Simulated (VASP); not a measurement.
Write the native input for VASP 6.6.1 that does the following.

```yaml
Task: single point
Functional: LDA
Potentials_or_basis: VASP PAW LDA potentials, release 64 (Si, N)
Cutoff: 520 eV
k_mesh: 6 × 6 × 6
Occupations: gaussian, width 0.15 eV
Spin: no spin polarisation
Dipole_correction: no
Further_INCAR_settings: ALGO = Normal; EDIFF = 1e-06; NBANDS = 28
```

The structure of Si8N (a cell with a defect) lies in POSCAR:

```
Si8N
1.0
    4.6579848274      2.6892887940      1.8598059153
   -4.6579848274      2.6892887940      1.8598059153
    0.0000000000     -5.3785775880      1.8598059153
Si N
8 1
Direct
    0.0230623328      0.7214165780      0.5253456073
    0.9769376672      0.2785834220      0.4746543927
    0.7155045384      0.7155045384      0.7155045384
    0.2785834220      0.4746543927      0.9769376672
    0.4746543927      0.9769376672      0.2785834220
    0.7214165780      0.5253456073      0.0230623328
    0.2844954616      0.2844954616      0.2844954616
    0.5253456073      0.0230623328      0.7214165780
    0.7214165780     -0.0746543927     -0.5769376672
```

These files were run (other wordings do the same):

INCAR

```
ALGO     = Normal         # electronic algorithm
EDIFF    = 1E-6           # SCF threshold, eV
ENCUT    = 520            # plane-wave cutoff, eV
GGA      = CA             # functional
GGA_COMPAT= F            
ISIF     = 2              # what is computed and relaxed
ISMEAR   = 0              # smearing method
LASPH    = T              # aspherical terms in the spheres
LCHARG   = F              # write CHGCAR
LREAL    = F              # projectors in reciprocal space
LWAVE    = F              # write WAVECAR
NBANDS   = 28             # bands
NELM     = 120            # most SCF steps
PREC     = Accurate       # precision mode
SIGMA    = 0.15           # smearing width, eV
```

KPOINTS

```
k-points
0
Gamma
  6 6 6
```

Potentials or basis: VASP PAW LDA potentials, release 64 (Si, N).

Launch:

```sh
$ cat potpaw_LDA.64/Si/POTCAR potpaw_LDA.64/N/POTCAR > POTCAR
$ mpirun -np 1 vasp_std > vasp.out
```

Results of the run:

The pressure is 8.5 GPa. The largest force is 8.379 eV/Å and the band gap on the k mesh is zero (an odd number of electrons rules out a gap without spin polarisation).

Caveat: an odd number of electrons without spin polarisation forces a metal; a magnetic or distorted state may lie lower.

It took 10 min on 1 thread of Oxide Virtual Turin-like Processor, on a shared host, peak memory 0.39 GiB.
